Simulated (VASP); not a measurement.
Set up this calculation in VASP 6.6.1, as the native input.

```
Task                   : single point
Functional             : PBE
Potentials or basis    : VASP PAW PBE potentials, release 64 (Mg, O)
Cutoff                 : 520 eV
k mesh                 : 6 × 6 × 6
Occupations            : gaussian, width 0.1 eV
Spin                   : no spin polarisation
Dipole correction      : no
Further INCAR settings : ALGO = Normal; EDIFF = 1e-06; NBANDS = 19
```

The structure of Mg2O lies in POSCAR:

```
Mg2O
1.0
   -2.1810466360      2.1810466360      4.4078383335
    2.1810466360     -2.1810466360      4.4078383335
    2.1810466360      2.1810466360     -4.4078383335
Mg O
4 2
Direct
    0.2409775391      0.2409775391      0.0000000000
    0.9909775391      0.4909775391      0.5000000000
    0.5090224609      0.0090224609      0.5000000000
    0.7590224609      0.7590224609      0.0000000000
    0.0000000000      0.0000000000      0.0000000000
    0.7500000000      0.2500000000      0.5000000000
```

The input as run:

INCAR

```
SYSTEM = Mg2O
ALGO     = Normal         ! electronic algorithm
EDIFF    = 1E-6           ! SCF threshold, eV
ENCUT    = 520            ! plane-wave cutoff, eV
GGA      = PE             ! functional
ISIF     = 2              ! what is computed and relaxed
ISMEAR   = 0              ! smearing method
LASPH    = .TRUE.         ! aspherical terms in the spheres
LCHARG   = .FALSE.        ! write CHGCAR
LREAL    = .FALSE.        ! projectors in reciprocal space
LWAVE    = .FALSE.        ! write WAVECAR
NBANDS   = 19             ! bands
NELM     = 100            ! most SCF steps
PREC     = Accurate       ! precision mode
SIGMA    = 0.1            ! smearing width, eV
```

KPOINTS

```
k-points
0
G
  6 6 6
  0 0 0
```

Potentials or basis: VASP PAW PBE potentials, release 64 (Mg, O).

The run is started by

```sh
$ cat potpaw_PBE.64/Mg/POTCAR potpaw_PBE.64/O/POTCAR > POTCAR
$ mpirun -np 1 vasp_std > vasp.out
```

Results of the run:

| Quantity | Value |
| --- | --- |
| Pressure | -0.3 GPa |
| Largest force | 0.008 eV/Å |
| Band gap on the k mesh | zero (band 10 reaches 5.81 eV, above the bottom of band 11 at 4.85 eV) |

It took 60 s on 1 thread of Intel(R) Xeon(R) Platinum 8488C (Sapphire Rapids), with other jobs on the host, peak memory 0.24 GiB.
